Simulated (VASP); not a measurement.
A run of VASP 6.6.1 is set up as follows.

File POSCAR:

```
SnSe
1.0
   11.7494869600      0.0000000000      0.0000000000
    0.0000000000      4.1513027900      0.0000000000
    0.0000000000      0.0000000000      4.7309289400
Sn Se
4 4
Direct
    0.1212392110      0.2500000000      0.1282867284
    0.3787607890      0.7500000000      0.6282867284
    0.6212392110      0.2500000000      0.3717132716
    0.8787607890      0.7500000000      0.8717132716
    0.3514884814      0.2500000000      0.0118645292
    0.1485115186      0.7500000000      0.5118645292
    0.8514884814      0.2500000000      0.4881354708
    0.6485115186      0.7500000000      0.9881354708
```

The input INCAR.step1:

```
PREC     = Accurate       # precision mode
ENCUT    = 550            # plane-wave cutoff, eV
ISMEAR   = -1             # smearing method
SIGMA    = 0.02           # smearing width, eV
LREAL    = F              # projectors in reciprocal space
LASPH    = T              # aspherical terms in the spheres
NELM     = 120            # most SCF steps
NBANDS   = 50             # bands
GGA      = PE             # functional
ALGO     = Normal         # electronic algorithm
EDIFF    = 1E-5           # SCF threshold, eV
LWAVE    = T              # write WAVECAR
LCHARG   = F              # write CHGCAR
GGA_COMPAT= F            
KPAR     = 4
```

File INCAR.step2:

```
PREC     = Accurate       # precision mode
ENCUT    = 550            # plane-wave cutoff, eV
EDIFF    = 1E-6           # SCF threshold, eV
ISMEAR   = -1             # smearing method
SIGMA    = 0.02           # smearing width, eV
LREAL    = F              # projectors in reciprocal space
LASPH    = T              # aspherical terms in the spheres
NELM     = 120            # most SCF steps
ALGO     = Normal         # electronic algorithm
ISIF     = 2              # what is computed and relaxed
LWAVE    = F              # write WAVECAR
LCHARG   = F              # write CHGCAR
METAGGA  = R2SCAN         # meta-GGA
LMIXTAU  = T            
NBANDS   = 50             # bands
ISTART   = 1            
GGA_COMPAT= F            
KPAR     = 4
```

File KPOINTS:

```
regular mesh
0
Gamma
  4 8 6
```

Potentials or basis: VASP PAW PBE potentials, release 64 (Sn_d, Se).

Run with:

```sh
$ cat potpaw_PBE.64/Sn_d/POTCAR potpaw_PBE.64/Se/POTCAR > POTCAR
$ cp INCAR.step1 INCAR
$ mpirun -np 4 vasp_std > vasp.out
$ cp INCAR.step2 INCAR
$ mpirun -np 4 vasp_std > vasp.out
```

Question: Estimate the band gap on the k mesh.

Answer: 1.13 eV (least direct gap 1.42 eV).

Question: What does it give for the largest force?

Answer: 0.022 eV/Å.

Stress tensor (GPa, compression positive):
```
-0.31  0.00  0.00
 0.00 -0.66  0.00
 0.00  0.00 -0.39
```

Caveat: the PAW data sets were made with another functional, which shifts forces and pressure a little; spin-orbit coupling is left out, which moves the levels of the heavy elements.

**What was measured.**

“Linear dichroism of the optical properties of SnS and SnSe van der Waals crystals”, 2024, arxiv:2409.17412 reports, for a bulk crystal of SnSe at 20 K: band gap 0.99 eV (indirect).

Against the measured gap of SnSe, 0.99 eV (indirect; 20 K; “Linear dichroism of the optical properties of SnS and SnSe van der Waals crystals”, 2024, arxiv:2409.17412), the calculated 1.13 eV is off by +0.14 eV. 2 values of this kind are on record (0.89 to 0.99 eV); this one was drawn at random. Spin-orbit coupling on Se, Sn is left out. The value is that of r2SCAN on a finite k mesh, which can miss the band edges, without temperature or zero-point motion.
